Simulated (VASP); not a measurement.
# Hf (Fm-3m) in VASP: a series of runs, part 2 of 2

VASP 6.6.1. Earlier steps stand in the parts before.

## (3) Relaxation of cell and atoms, RPBE

The input, INCAR:

```
PREC = Accurate ; ENCUT = 600
EDIFF = 1E-6 ; ISMEAR = -1
SIGMA = 0.05 ; LREAL = F
LASPH = T ; NELM = 100
ALGO = Normal ; ISIF = 3
LWAVE = F ; LCHARG = F
GGA = RP ; IBRION = 2
NSW = 60 ; EDIFFG = -0.01
```

The input, KPOINTS:

```
Automatic mesh
0
Gamma
  10 10 10
```

The input, POSCAR:

```
Hf
1.0
    0.0000000000      2.2200000000      2.2200000000
    2.2200000000      0.0000000000      2.2200000000
    2.2200000000      2.2200000000      0.0000000000
Hf
1
Direct
    0.0000000000      0.0000000000      0.0000000000
```

Potentials or basis: VASP PAW PBE potentials, release 64 (Hf_pv).

On the command line:

```bash
$ cat potpaw_PBE.64/Hf_pv/POTCAR > POTCAR
$ mpirun -np 1 vasp_std > vasp.out
```

Run time: 48 s. Hardware: 1 thread of Intel Xeon 8259CL, shared host; peak memory 0.17 GiB.

The run converged. Its results:

```yaml
Free_energy: -9.4397 eV
Relaxed_volume: 23.08 Å³/atom
Relaxed_cell: a = 3.196 Å, b = 3.196 Å, c = 3.196 Å, α = 60.00°, β = 60.00°, γ = 60.00°
Space_group_after_relaxing_to_0.05_Å: Fm-3m (No. 225)
Energy_gained_by_relaxing: 19.6 meV/atom
Ionic_steps: 3
Pressure_after_relaxing: 0.0 GPa
Band_gap_on_the_k_mesh: zero (band 5 reaches 6.04 eV, above the bottom of band 6 at 4.25 eV)
```

Step by step:
```tsv
step	energy change (eV)	largest force (eV/Å)	pressure (GPa)	volume (Å³)
1	0.0000	0.0000	5.57	21.88
2	0.0009	0.0000	-4.80	24.38
3	-0.0196	0.0000	-0.04	23.08
```

Final structure:
```xyz
1
Lattice="0.0000 2.2597 2.2597 2.2597 0.0000 2.2597 2.2597 2.2597 0.0000" Properties=species:S:1:pos:R:3 pbc="T T T"
Hf    0.0000    0.0000    0.0000
```

Levels at points of the mesh, in eV from the Fermi level:
```
           k point  band 1  band 2  band 3  band 4  band 5  band 6  band 7  band 8  band 9
(0.00, 0.00, 0.00)  -30.16  -30.16  -30.16   -7.10    1.42    1.42    1.42    4.11    4.11
(0.50, 0.00, 0.00)  -30.89  -30.26  -30.26   -3.53    0.45    1.21    1.21    6.12    6.12
(0.50, 0.50, 0.00)  -30.84  -30.42  -30.42   -3.11   -2.00    2.33    6.15    6.71    6.71
```

Caveat: the PAW data sets were made with another functional, which shifts forces and pressure a little; spin-orbit coupling is left out, which moves the levels of the heavy elements.

## (4) Relaxation of cell and atoms, revPBE

The input, INCAR:

```
PREC = Accurate
ENCUT = 600
EDIFF = 1E-7
ISMEAR = -1
SIGMA = 0.05
LREAL = F
LASPH = T
NELM = 60
ALGO = Normal
ISIF = 3
LWAVE = F
LCHARG = F
GGA = RE
IBRION = 2
NSW = 60
EDIFFG = -0.01
```

The input, KPOINTS:

```
regular mesh
0
Gamma
  10 10 10
```

POSCAR is that of step 3.

Potentials or basis: VASP PAW PBE potentials, release 64 (Hf_pv).

On the command line:

```bash
$ cat potpaw_PBE.64/Hf_pv/POTCAR > POTCAR
$ mpirun -np 1 vasp_std > vasp.out
```

OUTCAR:

```text
PREC = Accurate
   ENCUT = 600
   EDIFF = 1E-7
   ISMEAR = -1
   LREAL = F
   LASPH = T
   NELM = 60
   ISIF = 3
   GGA = RE
   IBRION = 2
   NSW = 60
   EDIFFG = -0.01

 ion  position               nearest neighbor table
   1  0.000  0.000  0.000-

  LATTYP: Found a face centered cubic cell.
 ALAT       =     4.4400000000

  Lattice vectors:

 A1 = (   0.0000000000,   2.2200000000,   2.2200000000)
 A2 = (   2.2200000000,   0.0000000000,   2.2200000000)
 A3 = (   2.2200000000,   2.2200000000,   0.0000000000)

Analysis of symmetry for initial positions (statically):
=====================================================================
 Subroutine PRICEL returns:
 Original cell was already a primitive cell.

 Routine SETGRP: Setting up the symmetry group for a
 face centered cubic supercell.

 Subroutine GETGRP returns: Found 48 space group operations
 (whereof 48 operations were pure point group operations)
 out of a pool of 48 trial point group operations.

The static configuration has the point symmetry O_h .

Analysis of symmetry for dynamics (positions and initial velocities):
=====================================================================
 Subroutine PRICEL returns:
[... 164 lines left out ...]
  Total        0.6476562      0.6476562      0.6476562      0.0000000      0.0000000     -0.0000000
  in kB       47.4205067     47.4205067     47.4205067      0.0000000      0.0000000     -0.0000000
  external PRESSURE =      47.4205067 kB  Pullay stress =       0.0000000 kB
[... 57 lines left out ...]
--------------------------------------- Ionic step        3  -------------------------------------------

 number of electron      10.0000001 magnetization

 Free energy of the ion-electron system (eV)
  ---------------------------------------------------
  ext. energy  EPLUGINS =         0.00000000
  ---------------------------------------------------
  free energy    TOTEN  =        -9.52065428 eV

  energy without entropy =       -9.50791373  energy(sigma->0) =       -9.51428400

 E-fermi :   4.6567     XC(G=0): -11.1356

 val. band max:        4.6405961211   @ k =   0.3000   0.0000   0.0000
 cond. band min:       4.6759425764   @ k =   0.5000   0.1000   0.0000
 fundamental gap:      0.0353464553
 Fermi energy:         4.6566816021

 k-point     1 :       0.0000    0.0000    0.0000
  band No.  band energies     occupation
      1     -25.4654      2.00000
      2     -25.4654      2.00000
      3     -25.4654      2.00000
      4      -2.4743      2.00000
      5       6.0695      0.00000
      6       6.0695      0.00000
      7       6.0695      0.00000
      8       8.7893      0.00000
      9       8.7893      0.00000
[... 265 lines left out ...]
 k-point    24 :       0.4000    0.3000    0.0000
  band No.  band energies     occupation
      1     -26.0368      2.00000
      2     -25.6968      2.00000
      3     -25.6728      2.00000
      4       1.4076      2.00000
      5       3.2405      2.00000
      6       5.4708      0.00000
      7       8.6720      0.00000
      8       9.6221      0.00000
      9      10.6898      0.00000

 [... further k-points ...]
[... 5 lines left out ...]
  --------------------------------------------------------------------------------------
  -------------------------------------------------------------------------------------
  Total       -0.0043774     -0.0043774     -0.0043774     -0.0000000      0.0000000     -0.0000000
  in kB       -0.3063993     -0.3063993     -0.3063993     -0.0000000      0.0000000     -0.0000000
  external PRESSURE =      -0.3063993 kB  Pullay stress =       0.0000000 kB
[... 16 lines left out ...]
  FREE ENERGIE OF THE ION-ELECTRON SYSTEM (eV)
  ---------------------------------------------------
  free  energy   TOTEN  =        -9.5206542761 eV

  energy  without entropy=       -9.5079137306  energy(sigma->0) =       -9.51428400

 reached required accuracy - stopping structural energy minimisation
```

OSZICAR:

```text
N       E                     dE             d eps       ncg     rms          rms(c)
DAV:   1     0.807649547989E+01    0.80765E+01   -0.65371E+03   854   0.116E+03
DAV:   2    -0.955395100552E+01   -0.17630E+02   -0.17207E+02  1312   0.138E+02
DAV:   3    -0.980703192311E+01   -0.25308E+00   -0.24455E+00   948   0.122E+01
DAV:   4    -0.980838028837E+01   -0.13484E-02   -0.13473E-02  1110   0.908E-01
[... 23 lines left out ...]
DAV:   4    -0.952069996730E+01    0.11397E-03   -0.59080E-04   922   0.264E-01    0.285E-01
DAV:   5    -0.952065340763E+01    0.46560E-04   -0.26604E-04   985   0.115E-01    0.382E-02
DAV:   6    -0.952065475231E+01   -0.13447E-05   -0.47290E-06   927   0.170E-02    0.116E-02
DAV:   7    -0.952065426249E+01    0.48982E-06   -0.18931E-07   860   0.371E-03    0.736E-04
DAV:   8    -0.952065427613E+01   -0.13637E-07   -0.24581E-09   432   0.506E-04
   3 F= -.95206543E+01 E0= -.95142840E+01  d E =-.142350E-01
```

CONTCAR:

```text
Hf
   1.00000000000000
     0.0000000000000000    2.2535637267258215    2.2535637267258215
     2.2535637267258215    0.0000000000000000    2.2535637267258215
     2.2535637267258215    2.2535637267258215   -0.0000000000000000
  Hf
     1
Direct
     0.0000000000000000    0.0000000000000000    0.0000000000000000

  0.00000000E+00  0.00000000E+00  0.00000000E+00
```

Run time: 51 s. Hardware: 1 thread of Intel Xeon 8259CL, shared host; peak memory 0.17 GiB.

What came out:

```
Free energy                            : -9.5207 eV
Relaxed volume                         : 22.89 Å³/atom
Relaxed cell                           : a = 3.187 Å, b = 3.187 Å, c = 3.187 Å, α = 60.00°, β = 60.00°, γ = 60.00°
Space group after relaxing (to 0.05 Å) : Fm-3m (No. 225)
Energy gained by relaxing              : 14.2 meV/atom
Ionic steps                            : 3
Pressure after relaxing                : 0.0 GPa
Band gap on the k mesh                 : zero (band 5 reaches 6.07 eV, above the bottom of band 6 at 4.27 eV)
```

The path:
| step | energy change (eV) | largest force (eV/Å) | pressure (GPa) | volume (Å³) |
| --- | --- | --- | --- | --- |
| 1 | 0.0000 | 0.0000 | 4.74 | 21.88 |
| 2 | 0.0011 | 0.0000 | -4.24 | 24.00 |
| 3 | -0.0142 | 0.0000 | -0.03 | 22.89 |

Final structure:
```
CELL_PARAMETERS angstrom
0.00000 2.25356 2.25356
2.25356 0.00000 2.25356
2.25356 2.25356 0.00000
ATOMIC_POSITIONS crystal
Hf 0.00000 0.00000 0.00000
```

Caveat: the PAW data sets were made with another functional, which shifts forces and pressure a little; spin-orbit coupling is left out, which moves the levels of the heavy elements. Zero-point motion and thermal expansion aren't in these numbers.

## (5) Single point, LDA

The input, INCAR:

```
SYSTEM = Hf
ALGO = Fast ; EDIFF = 1E-6
ENCUT = 520 ; GGA = CA
ISIF = 2 ; ISMEAR = -5
LASPH = .TRUE. ; LCHARG = .FALSE.
LREAL = .FALSE. ; LWAVE = .FALSE.
NBANDS = 11 ; NELM = 100
PREC = Accurate ; SIGMA = 0.05
```

The input, KPOINTS:

```
k-points
0
G
  10 10 10
  0 0 0
```

POSCAR is that of step 4.

Potentials or basis: VASP PAW LDA potentials, release 64 (Hf_pv).

On the command line:

```bash
$ cat potpaw_LDA.64/Hf_pv/POTCAR > POTCAR
$ mpirun -np 1 vasp_std > vasp.out
```

Wall time 11 s (1 thread of Intel Xeon 6975P-C, shared host); peak memory 0.13 GiB.

The run converged. Its results:

| Quantity | Value |
| --- | --- |
| Free energy | -10.6119 eV |
| Pressure | -5.5 GPa |
| Band gap on the k mesh | zero (band 5 reaches 6.10 eV, above the bottom of band 6 at 4.37 eV) |

Levels at points of the mesh, in eV from the Fermi level:
```csv
k point,band 3,band 4,band 5,band 6,band 7,band 8
"(0.00, 0.00, 0.00)",-29.82,-7.25,1.30,1.30,1.30,4.13
"(0.50, 0.00, 0.00)",-29.94,-3.73,0.78,1.07,1.07,6.33
"(0.50, 0.50, 0.00)",-30.14,-3.38,-2.27,2.74,6.32,6.99
```

Caveat: spin-orbit coupling is left out, which moves the levels of the heavy elements; tetrahedron occupations give inexact forces and stress in metals.

## (6) The runs side by side

| task | level | potentials or basis | cell | cutoff (eV) | smearing | gap on the mesh (eV) | pressure (GPa) | relaxed volume (Å³/atom) |
| --- | --- | --- | --- | --- | --- | --- | --- | --- |
| relaxation of cell and atoms | PBE | VASP PAW PBE potentials, release 64 (Hf_pv) | relaxed | 600 | fermi-dirac 0.05 eV | none | 0.0 | 22.44 |
| relaxation of cell and atoms | RPBE | VASP PAW PBE potentials, release 64 (Hf_pv) | relaxed | 600 | fermi-dirac 0.05 eV | none | 0.0 | 23.08 |
| relaxation of cell and atoms | revPBE | VASP PAW PBE potentials, release 64 (Hf_pv) | relaxed | 600 | fermi-dirac 0.05 eV | none | 0.0 | 22.89 |
| single point | LDA | VASP PAW LDA potentials, release 64 (Hf_pv) | as given | 520 | tetrahedron | none | -5.5 | - |

Alike in all rows: no spin polarisation; k mesh 10 × 10 × 10.

Caveats: spin-orbit coupling is left out, which moves the levels of the heavy elements; the PAW data sets were made with another functional, which shifts forces and pressure a little (some runs); tetrahedron occupations give inexact forces and stress in metals (some runs).

Total energies depend on the potentials used, so only differences within one code and one set of settings carry meaning.
